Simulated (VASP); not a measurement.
# LaYO (P-6m2) in VASP: further runs

Runs on LaYO. Level: PBE. Tasks: single point, relaxation of cell and atoms.

Program: VASP 6.6.1. These are calculated values, not measurements. Logs are shortened: lines on timing, memory, paths and dates and some standing lists are left out, and cuts for length are marked.

### Step 1. The cell of the first run

Symmetry: P-6m2, No. 187, hexagonal system. The conventional cell has a = 3.737 Å, b = 3.737 Å, c = 7.123 Å, α = 90.00°, β = 90.00°, γ = 120.00°. Within 4.9 Å of La (site symmetry -6m2) lie 6 La at 3.74 Å and 6 Y at 4.16 Å and 6 O at 4.16 Å. Y (site symmetry -6m2) has 3 O at 2.16 Å within 2.9 Å. O (site symmetry -6m2) has 3 Y at 2.16 Å within 2.9 Å.

### Step 2. Single point, PBE

Contents of INCAR:

```
  PREC = Accurate
  ENCUT = 600
  EDIFF = 1E-6
  ISMEAR = 0
  SIGMA = 0.1
  LREAL = F
  LASPH = T
  NELM = 200
  ALGO = Normal
  ISIF = 2
  LWAVE = F
  LCHARG = F
  GGA = PE
  NBANDS = 21
  GGA_COMPAT = F
  LMAXMIX = 6
```

Contents of KPOINTS:

```
regular mesh
0
Gamma
  6 6 4
```

Contents of POSCAR:

```
LaYO
1.0
    3.7367951423     -0.0000000026      0.0000000000
   -1.8683975689      3.2361595233      0.0000000000
    0.0000000000      0.0000000000      7.1232753634
La Y O
1 1 1
Direct
    0.0000000000      0.0000000000      0.5000000000
    0.6666666667      0.3333333333      0.0000000000
    0.3333333333      0.6666666667      0.0000000000
```

Potentials or basis: VASP PAW PBE potentials, release 64 (La, Y_sv, O).

Started as:

```bash
> cat potpaw_PBE.64/La/POTCAR potpaw_PBE.64/Y_sv/POTCAR potpaw_PBE.64/O/POTCAR > POTCAR
> mpirun -np 1 vasp_std > vasp.out
```

OUTCAR:

```text
PREC = Accurate
   ENCUT = 600
   EDIFF = 1E-6
   ISMEAR = 0
   LREAL = F
   LASPH = T
   NELM = 200
   ISIF = 2
   GGA = PE

 ion  position               nearest neighbor table
   1  0.000  0.000  0.500-
   2  0.667  0.333  0.000-   3 2.16   3 2.16   3 2.16
   3  0.333  0.667  0.000-   2 2.16   2 2.16   2 2.16

  LATTYP: Found a hexagonal cell.
 ALAT       =     3.7367951423
 C/A-ratio  =     1.9062525753

  Lattice vectors:

 A1 = (   3.7367951423,  -0.0000000026,   0.0000000000)
 A2 = (  -1.8683975689,   3.2361595233,   0.0000000000)
 A3 = (   0.0000000000,   0.0000000000,   7.1232753634)

Analysis of symmetry for initial positions (statically):
=====================================================================
 Subroutine PRICEL returns:
 Original cell was already a primitive cell.

 Routine SETGRP: Setting up the symmetry group for a
 hexagonal supercell.

 Subroutine GETGRP returns: Found 12 space group operations
 (whereof 12 operations were pure point group operations)
 out of a pool of 24 trial point group operations.

The static configuration has the point symmetry D_3h.

Analysis of symmetry for dynamics (positions and initial velocities):
=====================================================================
 Subroutine PRICEL returns:
 Original cell was already a primitive cell.

 Routine SETGRP: Setting up the symmetry group for a
 hexagonal supercell.

 Subroutine GETGRP returns: Found 12 space group operations
 (whereof 12 operations were pure point group operations)
 out of a pool of 24 trial point group operations.

The dynamic configuration has the point symmetry D_3h.

 Subroutine INISYM returns: Found 12 space group operations
 (whereof 12 operations are pure point group operations),
 and found     1 'primitive' translations

----------------------------------------------------------------------------------------

                                     Primitive cell

  volume of cell :      86.1408

  direct lattice vectors                    reciprocal lattice vectors
     3.736795142 -0.000000003  0.000000000     0.267608997  0.154504126  0.000000000
    -1.868397569  3.236159523  0.000000000     0.000000000  0.309008253  0.000000000
     0.000000000  0.000000000  7.123275363     0.000000000  0.000000000  0.140384858

  length of vectors
     3.736795142  3.736795142  7.123275363     0.309008253  0.309008253  0.140384858

  position of ions in fractional coordinates (direct lattice)
     0.000000000  0.000000000  0.500000000
     0.666666667  0.333333333  0.000000000
     0.333333333  0.666666667  0.000000000

  ion indices of the primitive-cell ions
   primitive index   ion index
                 1           1
                 2           2
                 3           3

----------------------------------------------------------------------------------------

 KPOINTS: regular mesh

Automatic generation of k-mesh.
 Grid dimensions read from file:
 generate k-points for:    6    6    4

 Generating k-lattice:

  Cartesian coordinates                     Fractional coordinates (reciprocal lattice)
     0.044601500  0.025750688  0.000000000     0.166666667  0.000000000  0.000000000
     0.000000000  0.051501375  0.000000000     0.000000000  0.166666667  0.000000000
     0.000000000  0.000000000  0.035096214     0.000000000  0.000000000  0.250000000

  Length of vectors
     0.051501375  0.051501375  0.035096214

  Shift w.r.t. Gamma in fractional coordinates (k-lattice)
     0.000000000  0.000000000  0.000000000

 Subroutine IBZKPT returns following result:
 ===========================================

 Found     21 irreducible k-points:

 Following reciprocal coordinates:
            Coordinates               Weight
  0.000000  0.000000  0.000000      1.000000
  0.166667  0.000000  0.000000      6.000000
  0.333333  0.000000  0.000000      6.000000
  0.500000  0.000000  0.000000      3.000000
  0.166667  0.166667  0.000000      6.000000
  0.333333  0.166667  0.000000     12.000000
[... 13 lines left out ...]
  0.333333  0.166667  0.500000     12.000000
  0.333333  0.333333  0.500000      2.000000
   k-points           NKPTS =     21   k-points in BZ     NKDIM =     21   number of bands    NBANDS=     21
   number of dos      NEDOS =    301   number of ions     NIONS =      3
   total plane-waves  NPLWV =  54000
   dimension x,y,z NGX =    30 NGY =   30 NGZ =   60
   dimension x,y,z NGXF=    60 NGYF=   60 NGZF=  120
   ions per type =               1   1   1
   NGX,Y,Z   is equivalent  to a cutoff of  13.35, 13.35, 14.00 a.u.
   NGXF,Y,Z  is equivalent  to a cutoff of  26.69, 26.69, 28.01 a.u.
 SYSTEM =  unknown system
   PREC   = accura    normal or accurate (medium, high low for compatibility)
   ISTART =      0    job   : 0-new  1-cont  2-samecut
   ICHARG =      2    charge: 1-file 2-atom 10-const
   ISPIN  =      1    spin polarized calculation?
   LNONCOLLINEAR =      F non collinear calculations
   LSORBIT =      F    spin-orbit coupling
   LASPH  =      T    aspherical Exc in radial PAW
   ENCUT  =  600.0 eV  44.10 Ry    6.64 a.u.   7.46  7.46 14.23*2*pi/ulx,y,z
   NELM   =    200;   NELMIN=  2; NELMDL= -5     # of ELM steps
   EDIFF  = 0.1E-05   stopping-criterion for ELM
   LREAL  =      F    real-space projection
   EDIFFG = 0.1E-04   stopping-criterion for IOM
   NSW    =      0    number of steps for IOM
   IBRION =     -1    ionic relax: 0-MD 1-quasi-New 2-CG
   NFREE  =      0    steps in history (QN), initial steepest desc. (CG)
   ISIF   =      2    stress and relaxation
   ISYM   =      2    0-nonsym 1-usesym 2-fastsym
   POTIM  = 0.5000    time-step for ionic-motion
   TEBEG  =    0.0;   TEEND  =   0.0 temperature during run
   PSTRESS=    0.0 pullay stress
   NELECT =      28.0000    total number of electrons
   NUPDOWN=      -1.0000    fix difference up-down
   EMIN   =  10.00;   EMAX   =-10.00  energy-range for DOS
   EFERMI =   0.00;   METHOD = LEGACY
   ISMEAR =     0;   SIGMA  =   0.10  broadening in eV -4-tet -1-fermi 0-gaus
   EFERMI_NEDOS =   21; number of points for ismear=-14 and -15
   IALGO  =     38    algorithm
   IMIX   =      4    mixing-type and parameters
     AMIX     =   0.40;   BMIX     =  1.00
     AMIX_MAG =   1.60;   BMIX_MAG =  1.00
  volume/ion in A,a.u.               =      28.71       193.77
  Fermi-wavevector in a.u.,A,eV,Ry     =   1.125618  2.127110 17.238811  1.267017
  Thomas-Fermi vector in A             =   2.262296
   LORBIT       =      0    0 simple, 1 ext, 2 COOP (PROOUT), +10 PAW based schemes
   GGA     = PE    functional components
   LHFCALC =     F    Hartree Fock is set to
   AEXX    =    0.0000 exact exchange contribution
   IVDW    =     0    specifies the selected vdW correction
   LEPSILON=     F    determine dielectric tensor
   LRPA    =     F    only Hartree local field effects (RPA)
 non-spin polarized calculation
 Gauss-broadening in eV      SIGMA  =   0.10
  energy-cutoff  :      600.00
  volume of cell :       86.14
 maximum number of plane-waves:      2908
 NGX is ok and might be reduce to    30
   NGX = 15   NGY = 15   NGZ = 29

 number of electron      28.0000004 magnetization

 Free energy of the ion-electron system (eV)
  ---------------------------------------------------
  ext. energy  EPLUGINS =         0.00000000
  ---------------------------------------------------
  free energy    TOTEN  =       -21.13311804 eV

  energy without entropy =      -21.11951492  energy(sigma->0) =      -21.12631648

 E-fermi :   5.0415     XC(G=0):  -9.0632

 val. band max:        5.0391615227   @ k =   0.3333   0.0000   0.0000
 cond. band min:       5.0627815836   @ k =   0.3333   0.1667   0.0000
 fundamental gap:      0.0236200609
 Fermi energy:         5.0414735376

 k-point     1 :       0.0000    0.0000    0.0000
  band No.  band energies     occupation
      1     -38.0225      2.00000
      2     -28.1979      2.00000
      3     -18.0405      2.00000
      4     -17.9669      2.00000
      5     -17.9669      2.00000
      6     -14.2864      2.00000
[... 13 lines left out ...]
     20       6.6819      0.00000
     21       6.7083      0.00000

 k-point     2 :       0.1667    0.0000    0.0000
  band No.  band energies     occupation
      1     -38.0117      2.00000
      2     -28.1662      2.00000
      3     -18.2958      2.00000
      4     -18.0264      2.00000
      5     -17.9983      2.00000
      6     -13.9006      2.00000
[... 13 lines left out ...]
     20       6.6469      0.00000
     21       6.6636      0.00000

 k-point     3 :       0.3333    0.0000    0.0000
  band No.  band energies     occupation
      1     -37.9900      2.00000
      2     -28.1018      2.00000
      3     -18.8192      2.00000
      4     -18.0601      2.00000
      5     -17.9981      2.00000
      6     -13.2784      2.00000
[... 13 lines left out ...]
     20       6.5018      0.00000
     21       6.6347      0.00000

 k-point     4 :       0.5000    0.0000    0.0000
  band No.  band energies     occupation
      1     -37.9791      2.00000
      2     -28.0690      2.00000
      3     -19.0398      2.00000
      4     -18.0906      2.00000
      5     -17.9839      2.00000
      6     -13.0170      2.00000
[... 13 lines left out ...]
     20       6.4829      0.00000
     21       6.6792      0.00000

 k-point     5 :       0.1667    0.1667    0.0000
  band No.  band energies     occupation
      1     -37.9955      2.00000
      2     -28.1180      2.00000
      3     -18.6779      2.00000
      4     -18.0736      2.00000
      5     -18.0052      2.00000
      6     -13.4101      2.00000
[... 13 lines left out ...]
     20       6.6202      0.00000
     21       6.6369      0.00000
[... 310 lines left out ...]
     20       6.5835      0.00000
     21       6.6503      0.00000

 k-point    19 :       0.1667    0.1667    0.5000
  band No.  band energies     occupation
      1     -37.9955      2.00000
      2     -28.1180      2.00000
      3     -18.6781      2.00000
      4     -18.0737      2.00000
      5     -18.0046      2.00000
      6     -13.4105      2.00000
[... 13 lines left out ...]
     20       6.6070      0.00000
     21       6.6243      0.00000

 k-point    20 :       0.3333    0.1667    0.5000
  band No.  band energies     occupation
      1     -37.9791      2.00000
      2     -28.0691      2.00000
      3     -18.9883      2.00000
      4     -18.1633      2.00000
      5     -17.9841      2.00000
      6     -12.9819      2.00000
[... 13 lines left out ...]
     20       6.5664      0.00000
     21       6.6495      0.00000

 k-point    21 :       0.3333    0.3333    0.5000
  band No.  band energies     occupation
      1     -37.9737      2.00000
      2     -28.0527      2.00000
      3     -19.0350      2.00000
      4     -18.2578      2.00000
      5     -17.9772      2.00000
      6     -12.8210      2.00000
[... 13 lines left out ...]
     20       6.4820      0.00000
     21       6.6112      0.00000

------------------------ aborting loop because EDIFF is reached ----------------------------------------

  FORCE on cell =-STRESS in cart. coord.  units (eV):
  Direction    XX          YY          ZZ          XY          YZ          ZX
  --------------------------------------------------------------------------------------
  -------------------------------------------------------------------------------------
  Total       -0.0503435     -0.0503435      0.0765133      0.0000000      0.0000000      0.0000000
  in kB       -0.9363654     -0.9363654      1.4231110      0.0000000      0.0000000      0.0000000
  external PRESSURE =      -0.1498733 kB  Pullay stress =       0.0000000 kB

 VOLUME and BASIS-vectors are now :
 -----------------------------------------------------------------------------
  energy-cutoff  :      600.00
  volume of cell :       86.14
      direct lattice vectors                 reciprocal lattice vectors
     3.736795142 -0.000000003  0.000000000     0.267608997  0.154504126  0.000000000
    -1.868397569  3.236159523  0.000000000     0.000000000  0.309008253  0.000000000
     0.000000000  0.000000000  7.123275363     0.000000000  0.000000000  0.140384858

 POSITION                                       TOTAL-FORCE (eV/Angst)
 -----------------------------------------------------------------------------------
      0.00000      0.00000      3.56164        -0.000000      0.000000      0.000000
      1.86840      1.07872      0.00000        -0.000000      0.000000      0.000000
      0.00000      2.15744      0.00000         0.000000     -0.000000      0.000000
 -----------------------------------------------------------------------------------
    total drift:                                0.000000     -0.000000      0.000000

  FREE ENERGIE OF THE ION-ELECTRON SYSTEM (eV)
  ---------------------------------------------------
  free  energy   TOTEN  =       -21.1331180420 eV

  energy  without entropy=      -21.1195149195  energy(sigma->0) =      -21.12631648
```

Wall time 31 s (1 thread of Intel Xeon 6975P-C (Granite Rapids), shared host); peak memory 0.27 GiB.

Results:

```yaml
Free_energy: -21.1331 eV
Pressure: 0.0 GPa
Band_gap_on_the_k_mesh: zero (band 14 reaches 5.15 eV, above the bottom of band 15 at 5.04 eV)
```

Caveat: spin-orbit coupling is left out, which moves the levels of the heavy elements.

### Step 3. Relaxation of cell and atoms, PBE

This run uses another cell than the first one, of 19.35 Å³/atom, 0.674 times its volume.

Contents of INCAR:

```
  PREC = Accurate
  ENCUT = 600
  EDIFF = 1E-7
  ISMEAR = 0
  SIGMA = 0.1
  LREAL = False
  LASPH = True
  NELM = 200
  ALGO = Normal
  ISIF = 3
  LWAVE = False
  LCHARG = False
  GGA = PE
  IBRION = 2
  NSW = 90
  EDIFFG = -0.04
  GGA_COMPAT = False
  NELMIN = 4
  LMAXMIX = 6
```

Contents of KPOINTS:

```
Automatic mesh
0
Gamma
  6 6 4
```

Contents of POSCAR:

```
LaYO
1.0
    4.1076911100      0.0000000000      0.0000000000
   -2.0538455500      3.5573648500      0.0000000000
    0.0000000000      0.0000000000      3.9729970200
La Y O
1 1 1
Direct
    0.0000000000      0.0000000000      0.5000000000
    0.6666666700      0.3333333300      0.0000000000
    0.3333333300      0.6666666700      0.0000000000
```

Potentials or basis: VASP PAW PBE potentials, release 64 (La, Y_sv, O).

Started as:

```bash
> cat potpaw_PBE.64/La/POTCAR potpaw_PBE.64/Y_sv/POTCAR potpaw_PBE.64/O/POTCAR > POTCAR
> mpirun -np 1 vasp_std > vasp.out
```

It took 2.9 min on 1 thread of Intel Xeon 6975P-C (Granite Rapids), shared host; peak memory 0.23 GiB.

Results (log left out):

```yaml
Free_energy: -20.5591 eV
Relaxed_volume: 24.99 Å³/atom
Relaxed_cell: a = 3.778 Å, b = 3.778 Å, c = 6.066 Å, α = 90.00°, β = 90.00°, γ = 120.00°
Space_group_after_relaxing_to_0.05_Å: P-6m2 (No. 187)
Energy_gained_by_relaxing: 658.0 meV/atom
Ionic_steps: 10
Pressure_after_relaxing: 0.0 GPa
Band_gap_on_the_k_mesh: zero (band 14 reaches 6.15 eV, above the bottom of band 15 at 6.13 eV)
```

Stress tensor (GPa, compression positive):
```
 0.18  0.00  0.00
 0.00  0.18  0.00
 0.00  0.00 -0.20
```

Step by step:
| step | energy change (eV) | largest force (eV/Å) | pressure (GPa) | volume (Å³) |
| --- | --- | --- | --- | --- |
| 1 | 0.0000 | 0.0000 | 8.16 | 58.06 |
| 2 | -0.3987 | 0.0000 | 0.74 | 66.65 |
| 3 | -0.5038 | 0.0000 | -3.64 | 74.26 |
| 4 | -0.8919 | 0.0000 | -3.76 | 76.30 |
| 5 | -1.8584 | 0.0000 | -4.82 | 79.99 |
| 6 | -1.8865 | 0.0000 | -4.55 | 80.41 |
| 7 | -1.8879 | 0.0000 | -4.75 | 80.20 |
| 8 | -1.9199 | 0.0000 | 4.45 | 71.32 |
| 9 | -1.9740 | 0.0000 | -0.08 | 75.07 |
| 10 | -1.9740 | 0.0000 | 0.05 | 74.97 |

Final structure:
```
La Y O
1.0
     3.77761    0.00000    0.00000
    -1.88880    3.27150    0.00000
     0.00000    0.00000    6.06604
La Y O
1 1 1
Direct
  0.00000 0.00000 0.50000
  0.66667 0.33333 0.00000
  0.33333 0.66667 0.00000
```

Levels at points of the mesh, in eV from the Fermi level:
```csv
k point,band 10,band 11,band 12,band 13,band 14,band 15,band 16,band 17,band 18
"(0.00, 0.00, 0.00)",-5.63,-5.63,-4.33,-3.06,-0.82,1.14,1.32,1.43,1.44
"(0.50, 0.00, 0.00)",-5.47,-4.96,-4.37,-1.53,0.04,0.05,1.03,1.06,1.40
"(0.00, 0.00, 0.50)",-5.65,-5.65,-4.78,-1.72,-0.49,1.02,1.07,1.17,1.17
"(0.50, 0.00, 0.50)",-5.39,-4.97,-4.38,-1.36,-1.09,0.35,1.08,1.25,1.42
```

Caveat: the k points lie up to 0.32 Å⁻¹ apart in the final cell; the volume moved by over 15 % at a fixed basis, so the end points are rough; spin-orbit coupling is left out, which moves the levels of the heavy elements.
